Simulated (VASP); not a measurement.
Input of a VASP 6.6.1 run:

File INCAR:

```
ALGO     = Normal         # electronic algorithm
EDIFF    = 1E-6           # SCF threshold, eV
ENCUT    = 520            # plane-wave cutoff, eV
GGA      = PS             # functional
ISIF     = 2              # what is computed and relaxed
ISMEAR   = 0              # smearing method
LASPH    = True           # aspherical terms in the spheres
LCHARG   = False          # write CHGCAR
LREAL    = False          # projectors in reciprocal space
LWAVE    = False          # write WAVECAR
NBANDS   = 24             # bands
NELM     = 60             # most SCF steps
PREC     = Accurate       # precision mode
SIGMA    = 0.02           # smearing width, eV
```

KPOINTS

```
k-points
0
Gamma
  6 6 6
```

The input POSCAR:

```
KMgF3
1.0
    3.8243985192      0.0000000000      0.0000000000
    0.0000000000      3.8243985192      0.0000000000
    0.0000000000      0.0000000000      3.8243985192
K Mg F
1 1 3
Direct
    0.5000000000      0.5000000000      0.5000000000
    0.0000000000      0.0000000000      0.0000000000
    0.5000000000      0.0000000000      0.0000000000
    0.0000000000      0.5000000000      0.0000000000
    0.0000000000      0.0000000000      0.5000000000
```

Potentials or basis: VASP PAW PBE potentials, release 64 (K_sv, Mg, F).

Launch:

```console
$ cat potpaw_PBE.64/K_sv/POTCAR potpaw_PBE.64/Mg/POTCAR potpaw_PBE.64/F/POTCAR > POTCAR
$ mpirun -np 1 vasp_std > vasp.out
```

Task: What does it give for the pressure?

Result: 12.1 GPa.

Task: What does it give for the band gap on the k mesh?

Result: 8.11 eV, indirect (least direct gap 8.43 eV).

Caveat: the PAW data sets were made with another functional, which shifts forces and pressure a little. A k mesh can miss the band edges.
